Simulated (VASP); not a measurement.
Write the native input for VASP 6.6.1 that does the following.

```yaml
Task: single point
Functional: PBEsol
Potentials_or_basis: VASP PAW PBE potentials, release 64 (O, Mg, Zn)
Cutoff: 520 eV
k_mesh: 6 × 6 × 1
Occupations: fermi-dirac, width 0.05 eV
Spin: no spin polarisation
Dipole_correction: no
Further_INCAR_settings: ALGO = Normal; EDIFF = 1e-06; NBANDS = 116
```

The structure of MgZn5O6 (an interface model) lies in POSCAR:

```
MgZn5O6
1.0
    2.1072020000      2.1072020000      0.0000000000
   -2.1072020000      2.1072020000      0.0000000000
    0.0000000000      0.0000000000     25.8334631106
O Mg Zn
12 2 10
Direct
    0.5000000000      0.5000000000      0.9998070000
    0.5000000000      0.5000000000      0.1634970000
    0.5000000000      0.5000000000      0.3308640000
    0.5000000000      0.5000000000      0.4983630000
    0.5000000000      0.5000000000      0.6658460000
    0.5000000000      0.5000000000      0.8333180000
    0.0000000000      0.0000000000      0.0806650000
    0.0000000000      0.0000000000      0.2471530000
    0.0000000000      0.0000000000      0.4146240000
    0.0000000000      0.0000000000      0.5821080000
    0.0000000000      0.0000000000      0.7496060000
    0.0000000000      0.0000000000      0.9169720000
    0.0000000000      0.0000000000      0.9986670000
    0.5000000000      0.5000000000      0.0817820000
    0.0000000000      0.0000000000      0.1638590000
    0.0000000000      0.0000000000      0.3308850000
    0.0000000000      0.0000000000      0.4983550000
    0.0000000000      0.0000000000      0.6658410000
    0.0000000000      0.0000000000      0.8333790000
    0.5000000000      0.5000000000      0.2470690000
    0.5000000000      0.5000000000      0.4146070000
    0.5000000000      0.5000000000      0.5820930000
    0.5000000000      0.5000000000      0.7495630000
    0.5000000000      0.5000000000      0.9165820000
```

These files were run (other wordings do the same):

INCAR

```
SYSTEM = MgZn5O6
ALGO = Normal
EDIFF = 1E-6
ENCUT = 520
GGA = PS
GGA_COMPAT = .FALSE.
ISIF = 2
ISMEAR = -1
LASPH = .TRUE.
LCHARG = .FALSE.
LREAL = .FALSE.
LWAVE = .FALSE.
NBANDS = 116
NELM = 120
PREC = Accurate
SIGMA = 0.05
```

KPOINTS

```
k-points
0
G
  6 6 1
  0 0 0
```

Potentials or basis: VASP PAW PBE potentials, release 64 (O, Mg, Zn).

Run with:

```console
$ cat potpaw_PBE.64/O/POTCAR potpaw_PBE.64/Mg/POTCAR potpaw_PBE.64/Zn/POTCAR > POTCAR
$ mpirun -np 1 vasp_std > vasp.out
```

Results of the run:

```json
{
 "Pressure": "2.8 GPa",
 "Largest force": "0.041 eV/Å",
 "Band gap on the k mesh": "1.02 eV (least direct gap 2.20 eV)"
}
```

Caveat: the PAW data sets were made with another functional, which shifts forces and pressure a little.

Wall time 12 min on 1 thread of Oxide Virtual Turin-like Processor (shared host), peak memory 0.4 GiB.
